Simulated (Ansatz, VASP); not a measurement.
Two plane-wave programs on TiC

Contents of POSCAR:

```
TiC
1.0
    0.0000000000      2.1593000000      2.1593000000
    2.1593000000      0.0000000000      2.1593000000
    2.1593000000      2.1593000000      0.0000000000
Ti C
1 1
Direct
    0.0000000000      0.0000000000      0.0000000000
    0.5000000000      0.5000000000      0.5000000000
```

INCAR.step1

```
ALGO     = Normal         # electronic algorithm
EDIFF    = 1E-4           # SCF threshold, eV
ENCUT    = 520            # plane-wave cutoff, eV
GGA      = PE             # functional
ISMEAR   = 0              # smearing method
LASPH    = True           # aspherical terms in the spheres
LCHARG   = False          # write CHGCAR
LREAL    = False          # projectors in reciprocal space
LWAVE    = True           # write WAVECAR
NBANDS   = 15             # bands
NELM     = 100            # most SCF steps
PREC     = Accurate       # precision mode
SIGMA    = 0.05           # smearing width, eV
```

File INCAR.step2:

```
ALGO     = Normal         # electronic algorithm
EDIFF    = 1E-6           # SCF threshold, eV
ENCUT    = 520            # plane-wave cutoff, eV
ISIF     = 2              # what is computed and relaxed
ISMEAR   = 0              # smearing method
ISTART   = 1            
LASPH    = True           # aspherical terms in the spheres
LCHARG   = False          # write CHGCAR
LMIXTAU  = True         
LREAL    = False          # projectors in reciprocal space
LWAVE    = False          # write WAVECAR
METAGGA  = R2SCAN         # meta-GGA
NBANDS   = 15             # bands
NELM     = 100            # most SCF steps
PREC     = Accurate       # precision mode
SIGMA    = 0.05           # smearing width, eV
```

KPOINTS

```
k-points
0
Gamma
  14 14 14
```

Input for Ansatz:

```yaml
crystal:
  lattice:
    - [0.0, 2.1593, 2.1593]
    - [2.1593, 0.0, 2.1593]
    - [2.1593, 2.1593, 0.0]
  atoms:
    - { symbol: Ti, position: [0.0, 0.0, 0.0] }
    - { symbol: C, position: [0.5, 0.5, 0.5] }
basis:
  ecutwfc: 500
  fft_grid_basis: typed
kpoints:
  mp_grid: { grid: [14, 14, 14] }
hamiltonian:
  xc: r2scan
scf:
  occupations: { method: gaussian, width: 0.05 }
output:
  forces: true
  stress: true
  eigenvalues: true
  bader: true
  write_density: true
  volumetric_format: npy
```

Alike in both runs: task single point; functional r2SCAN; k mesh 14 × 14 × 14; occupations gaussian, width 0.05 eV; no spin polarisation.

```csv
,VASP,Ansatz
version,VASP 6.6.1,Ansatz 0.2.0
potentials or method,"VASP PAW PBE potentials, release 64 (Ti_sv, C), cutoff 520 eV","scalar-relativistic, plane waves, PAW"
valence electrons in the cell,16,16
```

Ansatz gave:

- gap on the k mesh at the Fermi level (eV): none
- pressure (GPa): 1.7

Q: Estimate VASP's values.

A: gap on the k mesh at the Fermi level (eV): none; pressure (GPa): 2.6.

VASP's potentials were made for PBE, not for r2SCAN. A gap of «none» marks a metal or a gap that the smearing closes. With one functional, cell and mesh, what is left measures potentials, basis and numerics.
